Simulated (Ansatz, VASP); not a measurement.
## WC in VASP and in Ansatz

```
CELL_PARAMETERS angstrom
0.00000 2.19268 2.19268
2.19268 0.00000 2.19268
2.19268 2.19268 0.00000
ATOMIC_POSITIONS crystal
W 0.00000 0.00000 0.00000
C 0.50000 0.50000 0.50000
```

Alike in both runs: task single point; functional r2SCAN; k mesh 11 × 11 × 11; occupations fermi-dirac, width 0.1 eV; no spin polarisation.

|  | VASP | Ansatz |
| --- | --- | --- |
| version | VASP 6.6.1 | Ansatz 0.2.0 |
| potentials or method | VASP PAW PBE potentials, release 64 (W_sv, C), cutoff 520 eV | plane waves, PAW |
| valence electrons in the cell | 18 | 18 |

VASP gave:

```
pressure (GPa) : -3.4
```

Estimate Ansatz's values.

pressure (GPa): -5.0.

VASP's potentials were made for PBE, not for r2SCAN. With one functional, cell and mesh, what is left measures potentials, basis and numerics.

Spin-orbit coupling is off throughout.
